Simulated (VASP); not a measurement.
The system is MgO (Periclase).

```
CELL_PARAMETERS angstrom
0.00000 2.12685 2.12685
2.12685 0.00000 2.12685
2.12685 2.12685 0.00000
ATOMIC_POSITIONS crystal
Mg 0.00000 0.00000 0.00000
O 0.50000 0.50000 0.50000
```

Base run:

- Program: VASP 6.6.1
- Functional: r2SCAN
- Potentials or basis: VASP PAW PBE potentials, release 64 (Mg, O)
- Cutoff: 660 eV
- k mesh: 10 × 10 × 10
- Occupations: gaussian, width 0.02 eV
- Spin: no spin polarisation

Its results: band gap on the k mesh 5.31 eV, direct; pressure -6.8 GPa.

Question: The run is repeated on the same cell with these changes: functional from r2SCAN to PBE; cutoff from 660 eV to 600 eV. What comes out?

Answer: Band gap on the k mesh 4.45 eV, direct; pressure -1.0 GPa.

r2SCAN gives the wider gap, since meta-GGAs in the generalised Kohn-Sham scheme recover part of the derivative discontinuity.

Caveats: the PAW data sets were made with another functional, which shifts forces and pressure a little (some runs).

